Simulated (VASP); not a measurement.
# ZrSi4Ru (P6/mmm) in VASP: a series of runs

Runs on ZrSi4Ru. Level: PBE. Tasks: single point, relaxation of cell and atoms.

Everything below comes from runs of VASP 6.6.1. Logs are shortened: lines on timing, memory, paths and dates and some standing lists are left out, and cuts for length are marked.

## Step 1: The cell of the first run

It takes space group P6/mmm (No. 191, hexagonal). The conventional cell has a = 4.173 Å, b = 4.173 Å, c = 5.921 Å, α = 90.00°, β = 90.00°, γ = 120.00°. Within 3.9 Å of Zr (site symmetry 6/mmm) lie 2 Ru at 2.96 Å and 12 Si at 2.96 Å. Si (site symmetry 3m) has 4 Si at 2.41 to 2.47 Å and 3 Ru at 2.71 Å and 3 Zr at 2.96 Å within 3.2 Å. Ru (site symmetry 6/mmm) has 12 Si at 2.71 Å and 2 Zr at 2.96 Å within 3.6 Å.

## Step 2: Single point, PBE

INCAR

```
PREC = Accurate
ENCUT = 520
EDIFF = 1E-6
ISMEAR = 0
SIGMA = 0.1
LREAL = False
LASPH = True
NELM = 80
ALGO = Normal
ISIF = 2
LWAVE = False
LCHARG = False
GGA = PE
NBANDS = 30
```

KPOINTS

```
Automatic mesh
0
Gamma
  6 6 2
```

POSCAR

```
ZrSi4Ru
1.0
    4.1730795747      0.0000000000      0.0000000000
   -2.0865397873      3.6139929237      0.0000000000
    0.0000000000      0.0000000000      5.9211448895
Zr Si Ru
1 4 1
Direct
    0.0000000000      0.0000000000      0.5000000000
    0.3333333333      0.6666666667      0.7918205081
    0.3333333333      0.6666666667      0.2081794919
    0.6666666667      0.3333333333      0.2081794919
    0.6666666667      0.3333333333      0.7918205081
    0.0000000000      0.0000000000      0.0000000000
```

Potentials or basis: VASP PAW PBE potentials, release 64 (Zr_sv, Si, Ru_pv).

Launch:

```bash
> cat potpaw_PBE.64/Zr_sv/POTCAR potpaw_PBE.64/Si/POTCAR potpaw_PBE.64/Ru_pv/POTCAR > POTCAR
> mpirun -np 1 vasp_std > vasp.out
```

OUTCAR:

```text
PREC = Accurate
   ENCUT = 520
   EDIFF = 1E-6
   ISMEAR = 0
   LREAL = False
   LASPH = True
   NELM = 80
   ISIF = 2
   GGA = PE

 ion  position               nearest neighbor table
   1  0.000  0.000  0.500-   6 2.96   6 2.96   4 2.96   5 2.96   2 2.96   3 2.96   2 2.96   3 2.96
                             4 2.96   5 2.96   4 2.96   5 2.96   2 2.96   3 2.96
   2  0.333  0.667  0.792-   5 2.41   5 2.41   5 2.41   3 2.47   6 2.71   6 2.71   6 2.71   1 2.96
                             1 2.96   1 2.96
   3  0.333  0.667  0.208-   4 2.41   4 2.41   4 2.41   2 2.47   6 2.71   6 2.71   6 2.71   1 2.96
                             1 2.96   1 2.96
   4  0.667  0.333  0.208-   3 2.41   3 2.41   3 2.41   5 2.47   6 2.71   6 2.71   6 2.71   1 2.96
                             1 2.96   1 2.96
   5  0.667  0.333  0.792-   2 2.41   2 2.41   2 2.41   4 2.47   6 2.71   6 2.71   6 2.71   1 2.96
                             1 2.96   1 2.96
   6  0.000  0.000  0.000-   2 2.71   3 2.71   4 2.71   5 2.71   2 2.71   3 2.71   4 2.71   5 2.71
                             4 2.71   5 2.71   2 2.71   3 2.71   1 2.96   1 2.96

  LATTYP: Found a hexagonal cell.
 ALAT       =     4.1730795747
 C/A-ratio  =     1.4188909613

  Lattice vectors:

 A1 = (   4.1730795747,   0.0000000000,   0.0000000000)
 A2 = (  -2.0865397873,   3.6139929237,   0.0000000000)
 A3 = (   0.0000000000,   0.0000000000,   5.9211448895)

Analysis of symmetry for initial positions (statically):
=====================================================================
 Subroutine PRICEL returns:
 Original cell was already a primitive cell.

 Routine SETGRP: Setting up the symmetry group for a
 hexagonal supercell.

 Subroutine GETGRP returns: Found 24 space group operations
 (whereof 24 operations were pure point group operations)
 out of a pool of 24 trial point group operations.

The static configuration has the point symmetry D_6h.

Analysis of symmetry for dynamics (positions and initial velocities):
=====================================================================
 Subroutine PRICEL returns:
 Original cell was already a primitive cell.

 Routine SETGRP: Setting up the symmetry group for a
 hexagonal supercell.

 Subroutine GETGRP returns: Found 24 space group operations
 (whereof 24 operations were pure point group operations)
 out of a pool of 24 trial point group operations.

The dynamic configuration has the point symmetry D_6h.

 Subroutine INISYM returns: Found 24 space group operations
 (whereof 24 operations are pure point group operations),
 and found     1 'primitive' translations

----------------------------------------------------------------------------------------

                                     Primitive cell

  volume of cell :      89.2996

  direct lattice vectors                    reciprocal lattice vectors
     4.173079575  0.000000000  0.000000000     0.239631184  0.138351129  0.000000000
    -2.086539787  3.613992924  0.000000000     0.000000000  0.276702257  0.000000000
     0.000000000  0.000000000  5.921144889     0.000000000  0.000000000  0.168886257

  length of vectors
     4.173079575  4.173079575  5.921144889     0.276702257  0.276702257  0.168886257

  position of ions in fractional coordinates (direct lattice)
     0.000000000  0.000000000  0.500000000
     0.333333333  0.666666667  0.791820508
     0.333333333  0.666666667  0.208179492
     0.666666667  0.333333333  0.208179492
     0.666666667  0.333333333  0.791820508
     0.000000000  0.000000000  0.000000000

  ion indices of the primitive-cell ions
   primitive index   ion index
                 1           1
                 2           2
                 3           3
                 4           4
                 5           5
                 6           6

----------------------------------------------------------------------------------------

 KPOINTS: Automatic mesh

Automatic generation of k-mesh.
 Grid dimensions read from file:
 generate k-points for:    6    6    2

 Generating k-lattice:

  Cartesian coordinates                     Fractional coordinates (reciprocal lattice)
     0.039938531  0.023058521  0.000000000     0.166666667  0.000000000  0.000000000
     0.000000000  0.046117043  0.000000000     0.000000000  0.166666667  0.000000000
     0.000000000  0.000000000  0.084443129     0.000000000  0.000000000  0.500000000

  Length of vectors
     0.046117043  0.046117043  0.084443129

  Shift w.r.t. Gamma in fractional coordinates (k-lattice)
     0.000000000  0.000000000  0.000000000

 Subroutine IBZKPT returns following result:
 ===========================================

 Found     14 irreducible k-points:

 Following reciprocal coordinates:
            Coordinates               Weight
  0.000000  0.000000  0.000000      1.000000
  0.166667 -0.000000  0.000000      6.000000
  0.333333 -0.000000  0.000000      6.000000
  0.500000 -0.000000  0.000000      3.000000
  0.166667  0.166667  0.000000      6.000000
  0.333333  0.166667  0.000000     12.000000
  0.333333  0.333333  0.000000      2.000000
  0.000000  0.000000  0.500000      1.000000
  0.166667 -0.000000  0.500000      6.000000
  0.333333 -0.000000  0.500000      6.000000
  0.500000 -0.000000  0.500000      3.000000
  0.166667  0.166667  0.500000      6.000000
  0.333333  0.166667  0.500000     12.000000
  0.333333  0.333333  0.500000      2.000000
   k-points           NKPTS =     14   k-points in BZ     NKDIM =     14   number of bands    NBANDS=     30
   number of dos      NEDOS =    301   number of ions     NIONS =      6
   total plane-waves  NPLWV =  49152
   dimension x,y,z NGX =    32 NGY =   32 NGZ =   48
   dimension x,y,z NGXF=    64 NGYF=   64 NGZF=   96
   ions per type =               1   4   1
   NGX,Y,Z   is equivalent  to a cutoff of  12.75, 12.75, 13.48 a.u.
   NGXF,Y,Z  is equivalent  to a cutoff of  25.50, 25.50, 26.95 a.u.
 SYSTEM =  unknown system
   PREC   = accura    normal or accurate (medium, high low for compatibility)
   ISTART =      0    job   : 0-new  1-cont  2-samecut
   ICHARG =      2    charge: 1-file 2-atom 10-const
   ISPIN  =      1    spin polarized calculation?
   LNONCOLLINEAR =      F non collinear calculations
   LSORBIT =      F    spin-orbit coupling
   LASPH  =      T    aspherical Exc in radial PAW
   ENCUT  =  520.0 eV  38.22 Ry    6.18 a.u.   7.76  7.76 11.01*2*pi/ulx,y,z
   NELM   =     80;   NELMIN=  2; NELMDL= -5     # of ELM steps
   EDIFF  = 0.1E-05   stopping-criterion for ELM
   LREAL  =      F    real-space projection
   EDIFFG = 0.1E-04   stopping-criterion for IOM
   NSW    =      0    number of steps for IOM
   IBRION =     -1    ionic relax: 0-MD 1-quasi-New 2-CG
   NFREE  =      0    steps in history (QN), initial steepest desc. (CG)
   ISIF   =      2    stress and relaxation
   ISYM   =      2    0-nonsym 1-usesym 2-fastsym
   POTIM  = 0.5000    time-step for ionic-motion
   TEBEG  =    0.0;   TEEND  =   0.0 temperature during run
   PSTRESS=    0.0 pullay stress
   NELECT =      42.0000    total number of electrons
   NUPDOWN=      -1.0000    fix difference up-down
   EMIN   =  10.00;   EMAX   =-10.00  energy-range for DOS
   EFERMI =   0.00;   METHOD = LEGACY
   ISMEAR =     0;   SIGMA  =   0.10  broadening in eV -4-tet -1-fermi 0-gaus
   EFERMI_NEDOS =   21; number of points for ismear=-14 and -15
   IALGO  =     38    algorithm
   IMIX   =      4    mixing-type and parameters
     AMIX     =   0.40;   BMIX     =  1.00
     AMIX_MAG =   1.60;   BMIX_MAG =  1.00
  volume/ion in A,a.u.               =      14.88       100.44
  Fermi-wavevector in a.u.,A,eV,Ry     =   1.273136  2.405878 22.053338  1.620875
  Thomas-Fermi vector in A             =   2.405976
   LORBIT       =      0    0 simple, 1 ext, 2 COOP (PROOUT), +10 PAW based schemes
   GGA     = PE    functional components
   LHFCALC =     F    Hartree Fock is set to
   AEXX    =    0.0000 exact exchange contribution
   IVDW    =     0    specifies the selected vdW correction
   LEPSILON=     F    determine dielectric tensor
   LRPA    =     F    only Hartree local field effects (RPA)
 non-spin polarized calculation
 Gauss-broadening in eV      SIGMA  =   0.10
  energy-cutoff  :      520.00
  volume of cell :       89.30
 maximum number of plane-waves:      2429
 NGX is ok and might be reduce to    32
   NGX = 15   NGY = 15   NGZ = 23

 number of electron      41.9999998 magnetization

 Free energy of the ion-electron system (eV)
  ---------------------------------------------------
  ext. energy  EPLUGINS =         0.00000000
  ---------------------------------------------------
  free energy    TOTEN  =       -40.42781411 eV

  energy without entropy =      -40.41730033  energy(sigma->0) =      -40.42255722

 E-fermi :  11.3757     XC(G=0): -11.8091

 val. band max:       11.2973055563   @ k =   0.5000  -0.0000   0.0000
 cond. band min:      11.3962471616   @ k =   0.3333  -0.0000   0.0000
 fundamental gap:      0.0989416053
 Fermi energy:        11.3756712114

 k-point     1 :       0.0000    0.0000    0.0000
  band No.  band energies     occupation
      1     -38.4803      2.00000
      2     -31.4419      2.00000
      3     -31.4419      2.00000
      4     -31.2132      2.00000
      5     -16.5289      2.00000
      6     -16.5112      2.00000
[... 22 lines left out ...]
     29      13.8290      0.00000
     30      14.1123      0.00000

 k-point     2 :       0.1667   -0.0000    0.0000
  band No.  band energies     occupation
      1     -38.4796      2.00000
      2     -31.4440      2.00000
      3     -31.4424      2.00000
      4     -31.2129      2.00000
      5     -16.5280      2.00000
      6     -16.5255      2.00000
[... 22 lines left out ...]
     29      14.5283      0.00000
     30      14.6107      0.00000

 k-point     3 :       0.3333   -0.0000    0.0000
  band No.  band energies     occupation
      1     -38.4780      2.00000
      2     -31.4481      2.00000
      3     -31.4434      2.00000
      4     -31.2123      2.00000
      5     -16.5614      2.00000
      6     -16.5230      2.00000
[... 352 lines left out ...]
     29      15.1007      0.00000
     30      16.1967      0.00000

 k-point    14 :       0.3333    0.3333    0.5000
  band No.  band energies     occupation
      1     -38.4774      2.00000
      2     -31.4477      2.00000
      3     -31.4477      2.00000
      4     -31.2094      2.00000
      5     -16.5580      2.00000
      6     -16.5580      2.00000
[... 22 lines left out ...]
     29      15.1874      0.00000
     30      15.7513      0.00000

------------------------ aborting loop because EDIFF is reached ----------------------------------------

  FORCE on cell =-STRESS in cart. coord.  units (eV):
  Direction    XX          YY          ZZ          XY          YZ          ZX
  --------------------------------------------------------------------------------------
  -------------------------------------------------------------------------------------
  Total       -0.0053308     -0.0053308     -0.0144703     -0.0000000      0.0000000     -0.0000000
  in kB       -0.0956429     -0.0956429     -0.2596193     -0.0000000      0.0000000     -0.0000000
  external PRESSURE =      -0.1503017 kB  Pullay stress =       0.0000000 kB

 VOLUME and BASIS-vectors are now :
 -----------------------------------------------------------------------------
  energy-cutoff  :      520.00
  volume of cell :       89.30
      direct lattice vectors                 reciprocal lattice vectors
     4.173079575  0.000000000  0.000000000     0.239631184  0.138351129  0.000000000
    -2.086539787  3.613992924  0.000000000     0.000000000  0.276702257  0.000000000
     0.000000000  0.000000000  5.921144889     0.000000000  0.000000000  0.168886257

 POSITION                                       TOTAL-FORCE (eV/Angst)
 -----------------------------------------------------------------------------------
      0.00000      0.00000      2.96057         0.000000      0.000000     -0.000000
     -0.00000      2.40933      4.68848         0.000000      0.000000      0.008023
     -0.00000      2.40933      1.23266        -0.000000      0.000000     -0.008023
      2.08654      1.20466      1.23266         0.000000     -0.000000     -0.008023
      2.08654      1.20466      4.68848         0.000000     -0.000000      0.008023
      0.00000      0.00000      0.00000         0.000000      0.000000     -0.000000
 -----------------------------------------------------------------------------------
    total drift:                                0.000000     -0.000000      0.000000

  FREE ENERGIE OF THE ION-ELECTRON SYSTEM (eV)
  ---------------------------------------------------
  free  energy   TOTEN  =       -40.4278141117 eV

  energy  without entropy=      -40.4173003257  energy(sigma->0) =      -40.42255722
```

It took 24 s on 1 thread of Intel Xeon Platinum 8488C (Sapphire Rapids), shared host; peak memory 0.22 GiB.

Results:

```yaml
Free_energy: -40.4278 eV
Pressure: 0.0 GPa
Largest_force: 0.008 eV/Å
Band_gap_on_the_k_mesh: zero (band 21 reaches 11.58 eV, above the bottom of band 22 at 10.65 eV)
```

Forces on the atoms (eV/Å):
```
Zr   0.000  0.000  0.000
Si   0.000  0.000  0.008
Si   0.000  0.000 -0.008
Si   0.000  0.000 -0.008
Si   0.000  0.000  0.008
Ru   0.000  0.000  0.000
```

Levels at points of the mesh, in eV from the Fermi level:
```tsv
k point	band 17	band 18	band 19	band 20	band 21	band 22	band 23	band 24	band 25	band 26
(0.00, 0.00, 0.00)	-2.08	-2.08	-1.75	-1.75	-0.64	-0.64	0.51	0.56	0.73	0.73
(0.50, 0.00, 0.00)	-2.66	-2.56	-1.23	-0.08	0.11	0.81	0.89	1.62	1.89	2.47
(0.00, 0.00, 0.50)	-3.45	-3.42	-2.27	-2.27	-1.43	-0.73	0.55	0.55	1.61	1.94
(0.50, 0.00, 0.50)	-2.62	-2.59	-2.40	-0.71	-0.14	0.49	0.59	0.73	1.22	1.43
```

Caveat: the k points lie up to 0.53 Å⁻¹ apart.

## Step 3: Relaxation of cell and atoms, PBE

This run uses another cell than the first one, of 16.02 Å³/atom, 1.077 times its volume.

INCAR

```
  PREC = Accurate
  ENCUT = 600
  EDIFF = 1E-7
  ISMEAR = 0
  SIGMA = 0.1
  LREAL = F
  LASPH = T
  NELM = 60
  ALGO = Normal
  ISIF = 3
  LWAVE = F
  LCHARG = F
  GGA = PE
  IBRION = 2
  NSW = 90
  EDIFFG = -0.04
```

KPOINTS is that of step 2.

POSCAR

```
ZrSi4Ru
1.0
    3.7007465600      0.0000000000      0.0000000000
   -1.8503732800      3.2049405300      0.0000000000
    0.0000000000      0.0000000000      8.1061714400
Zr Si Ru
1 4 1
Direct
    0.0000000000      0.0000000000      0.5000000000
    0.3333333300      0.6666666700      0.8363081900
    0.3333333300      0.6666666700      0.1636918100
    0.6666666700      0.3333333300      0.1636918100
    0.6666666700      0.3333333300      0.8363081900
    0.0000000000      0.0000000000      0.0000000000
```

Potentials or basis: VASP PAW PBE potentials, release 64 (Zr_sv, Si, Ru_pv).

Launch:

```bash
> cat potpaw_PBE.64/Zr_sv/POTCAR potpaw_PBE.64/Si/POTCAR potpaw_PBE.64/Ru_pv/POTCAR > POTCAR
> mpirun -np 1 vasp_std > vasp.out
```

Wall time 16 min (1 thread of Intel Xeon Platinum 8488C (Sapphire Rapids), shared host); peak memory 0.26 GiB.

The run converged. Its results:

```
Free energy                            : -40.4249 eV
Relaxed volume                         : 14.92 Å³/atom
Relaxed cell                           : a = 4.175 Å, b = 4.175 Å, c = 5.929 Å, α = 90.00°, β = 90.00°, γ = 120.00°
Space group after relaxing (to 0.05 Å) : P6/mmm (No. 191)
Energy gained by relaxing              : 880.1 meV/atom
Ionic steps                            : 25
Pressure after relaxing                : -0.2 GPa
Largest force after relaxing           : 0.037 eV/Å
Band gap on the k mesh                 : zero (band 21 reaches 11.55 eV, above the bottom of band 22 at 10.62 eV)
```

Forces in eV/Å, atoms in the order of the input:
```
Zr   0.000  0.000  0.000
Si   0.000  0.000 -0.037
Si   0.000  0.000  0.037
Si   0.000  0.000  0.037
Si   0.000  0.000 -0.037
Ru   0.000  0.000  0.000
```

Step by step:
| step | energy change (eV) | largest force (eV/Å) | pressure (GPa) | volume (Å³) |
| --- | --- | --- | --- | --- |
| 1 | 0.0000 | 2.4674 | 23.64 | 96.14 |
| 2 | -0.6894 | 0.0122 | -19.35 | 131.65 |
| 3 | -1.9417 | 0.6177 | -8.40 | 113.32 |
| 4 | -3.3473 | 0.9541 | -8.96 | 105.88 |
| 5 | 0.4915 | 10.7799 | 54.07 | 78.11 |
| 6 | -3.9267 | 1.8785 | -4.90 | 100.39 |
| 7 | -3.9269 | 4.7196 | 9.62 | 89.89 |
| 8 | -4.3044 | 3.3610 | 0.84 | 94.54 |
| 9 | -4.8985 | 2.1060 | 0.67 | 91.75 |
| 10 | -5.1404 | 1.0102 | 3.53 | 88.24 |
| 11 | -5.1393 | 0.7832 | 4.65 | 87.54 |
| 12 | -5.2461 | 0.2295 | -0.64 | 90.10 |
| 13 | -5.2493 | 0.1221 | -1.78 | 90.72 |
| 14 | -5.2615 | 0.0249 | -0.82 | 90.00 |
| 15 | -5.2666 | 0.0822 | 0.26 | 89.19 |
| 16 | -5.2666 | 0.0912 | 0.35 | 89.12 |
| 17 | -5.2686 | 0.1021 | 0.18 | 89.19 |
| 18 | -5.2730 | 0.1256 | -0.23 | 89.36 |
| 19 | -5.2783 | 0.0632 | -0.59 | 89.70 |
| 20 | -5.2491 | 0.1630 | -1.07 | 90.27 |
| 21 | -5.2793 | 0.0256 | -0.66 | 89.76 |
| 22 | -5.2795 | 0.0157 | -0.80 | 89.86 |
| 23 | -5.2796 | 0.0037 | -0.73 | 89.81 |
| 24 | -5.2802 | 0.0592 | 0.09 | 89.35 |
| 25 | -5.2806 | 0.0375 | -0.19 | 89.52 |

Final structure:
```
CELL_PARAMETERS angstrom
4.17535 0.00000 0.00000
-2.08767 3.61596 0.00000
0.00000 0.00000 5.92903
ATOMIC_POSITIONS crystal
Zr 0.00000 0.00000 0.50000
Si 0.33333 0.66667 0.79258
Si 0.33333 0.66667 0.20742
Si 0.66667 0.33333 0.20742
Si 0.66667 0.33333 0.79258
Ru 0.00000 0.00000 0.00000
```

Levels at points of the mesh, in eV from the Fermi level:
```tsv
k point	band 17	band 18	band 19	band 20	band 21	band 22	band 23	band 24	band 25
(0.00, 0.00, 0.00)	-2.06	-2.06	-1.73	-1.73	-0.64	-0.64	0.53	0.55	0.73
(0.50, 0.00, 0.00)	-2.66	-2.56	-1.22	-0.07	0.11	0.82	0.90	1.61	1.88
(0.00, 0.00, 0.50)	-3.44	-3.39	-2.26	-2.26	-1.41	-0.72	0.56	0.56	1.60
(0.50, 0.00, 0.50)	-2.62	-2.57	-2.40	-0.71	-0.12	0.48	0.60	0.74	1.42
```

Caveat: the k points lie up to 0.53 Å⁻¹ apart in the final cell.
